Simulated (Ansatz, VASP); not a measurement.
SiC2: VASP beside Ansatz

```xyz
6
Lattice="2.8391 0.0000 0.0000 -1.4195 2.4587 0.0000 0.0000 0.0000 7.6317" Properties=species:S:1:pos:R:3 pbc="T T T"
Si    0.0000    1.6391    2.6757
Si    1.4195    0.8196    4.9560
C     0.0000    1.6391    5.8490
C     0.0000    1.6391    7.3409
C     1.4195    0.8196    0.2908
C     1.4195    0.8196    1.7827
```

Alike in both runs: functional PBE; k mesh 18 × 18 × 6; occupations gaussian, width 0.1 eV; no spin polarisation.

Ansatz relaxed the structure, and its values are those at the end. VASP's run is a single point on that final structure, the one shown.

```csv
,VASP,Ansatz
version,VASP 6.6.1,Ansatz 0.2.0
potentials or method,"VASP PAW PBE potentials, release 64 (Si, C), cutoff 520 eV","scalar-relativistic, plane waves, PAW"
valence electrons in the cell,24,24
```

VASP gave:

- gap on the k mesh at the Fermi level (eV): none
- pressure (GPa): 0.1
- rms of the force components (eV/Å): 0.014

Q: What did Ansatz give for the same quantities?

A: gap on the k mesh at the Fermi level (eV): none; pressure (GPa): 0.0; rms of the force components (eV/Å): 0.000.

A gap of «none» marks a metal or a gap that the smearing closes. With one functional, cell and mesh, what is left measures potentials, basis and numerics.
